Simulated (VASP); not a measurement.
W, 1 atom in the cell. The structure is cubic, space group Im-3m (No. 229). Conventional cell: a = 3.135 Å, b = 3.135 Å, c = 3.135 Å, α = 90.00°, β = 90.00°, γ = 90.00°. Within 3.6 Å of W (site symmetry m-3m) lie 14 W at 2.71 to 3.13 Å. 

| Quantity | Value |
| --- | --- |
| Program | VASP 6.6.1 |
| Task | single point |
| Functional | LDA |
| Potentials or basis | VASP PAW LDA potentials, release 64 (W_sv) |
| Cutoff | 520 eV |
| k mesh | 19 × 19 × 19 |
| Occupations | fermi-dirac, width 0.08 eV |
| Spin | no spin polarisation |
| Dipole correction | no |
| Further INCAR settings | ALGO = Normal; EDIFF = 1e-06; NBANDS = 13 |

Potentials or basis: VASP PAW LDA potentials, release 64 (W_sv).

Run with:

```sh
$ cat potpaw_LDA.64/W_sv/POTCAR > POTCAR
$ mpirun -np 1 vasp_std > vasp.out
```

Hardware: 1 thread of AMD EPYC 9R45 96-Core Processor (Zen 5) (shared host).

Q: How long does it take, and how much memory?

A: Run time: 16 s on 1 thread of AMD EPYC 9R45 96-Core Processor (Zen 5) (shared host), peak memory 0.12 GiB. Counts: scf iterations 11, k points 220.
